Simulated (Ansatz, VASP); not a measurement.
**ScSi2 in VASP and in Ansatz**

```
Sc Si
1.0
     3.66000    0.00000    0.00000
    -1.83000    3.16965    0.00000
     0.00000    0.00000    3.87000
Sc Si
1 2
Cartesian
  0.0000 0.0000 0.0000
  -0.2196 1.9863 1.9350
  2.0496 1.1833 1.9350
```

Change from the starting cell: shortest bond scaled by 0.76, PAW files.

Alike in both runs: task electric field gradients; functional PBE; k mesh 10 × 10 × 8; occupations fermi-dirac, width 0.05 eV; no spin polarisation.

|  | VASP | Ansatz |
| --- | --- | --- |
| version | VASP 6.6.1 | Ansatz 0.2.0 |
| potentials or method | VASP PAW PBE potentials, release 64 (Sc_sv, Si) | PAW with Ansatz's default frozen-core files, scalar-relativistic |
| plane-wave cutoff (eV) | 520 | 420 |
| valence electrons in the cell | 19 | 19 |

|  | VASP | Ansatz | Ansatz less VASP |
| --- | --- | --- | --- |
| pressure (GPa) | 59.1 | 59.3 | +0.25 |
| traceless stress, the component that is largest in VASP (GPa) | 68.95 | 69.56 | +0.615 |
| rms of the force components (eV/Å) | 13.457 | 13.580 | +0.1231 |
| size of Vzz on the site where it differs most (V/Å²) | 65.4 | 40.3 | -25.04 |

Atom by atom the forces differ by 0.123 eV/Å (rms over components). Both programs put the cell under a high pressure, so it lies far from rest at this level. The functional is the same, so the differences come from potentials, cutoffs and numerics.
